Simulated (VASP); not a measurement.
A run of VASP 6.6.1 is set up as follows.

File INCAR:

```
SYSTEM = WS2
PREC     = Accurate       ! precision mode
ENCUT    = 500            ! plane-wave cutoff, eV
EDIFF    = 1E-6           ! SCF threshold, eV
ISMEAR   = -1             ! smearing method
SIGMA    = 0.05           ! smearing width, eV
LREAL    = .FALSE.        ! projectors in reciprocal space
LASPH    = .TRUE.         ! aspherical terms in the spheres
NELM     = 200            ! most SCF steps
ALGO     = Normal         ! electronic algorithm
ISIF     = 2              ! what is computed and relaxed
LWAVE    = .FALSE.        ! write WAVECAR
LCHARG   = .FALSE.        ! write CHGCAR
MAGMOM   = 0 0 0 0 0 0 0 0 0 ! initial moments
LORBIT   = 11             ! projections on sites
LSORBIT  = .TRUE.         ! spin-orbit coupling
GGA_COMPAT= .FALSE.      
LORBMOM  = .TRUE.       
LMAXMIX  = 4              ! l up to which the mixer works
GGA      = PS             ! functional
NBANDS   = 39             ! bands
```

Contents of KPOINTS:

```
regular mesh
0
G
  8 8 2
  0 0 0
```

Contents of POSCAR:

```
WS2
1.0
    3.1835163552      0.0000000000      0.0000000000
   -1.5917581776      2.7570060369      0.0000000000
    0.0000000000      0.0000000000     16.9505778900
W S
1 2
Direct
    0.0000000000      0.0000000000      0.0000000000
    0.3333333333      0.6666666667      0.0920005100
    0.3333333333      0.6666666667      0.9079994900
```

Potentials or basis: VASP PAW PBE potentials, release 64 (W_sv, S).

The run is started by

```sh
$ cat potpaw_PBE.64/W_sv/POTCAR potpaw_PBE.64/S/POTCAR > POTCAR
$ mpirun -np 1 vasp_ncl > vasp.out
```

**Question.** Estimate the largest force.

**Answer.** 0.080 eV/Å.

**Question.** Estimate the net moment.

**Answer.** 0.00 μB per cell.

Forces in eV/Å, atoms in the order of the input:
```
W    0.000  0.000  0.000
S    0.000  0.000 -0.080
S    0.000  0.000  0.080
```

Caveat: the PAW data sets were made with another functional, which shifts forces and pressure a little.
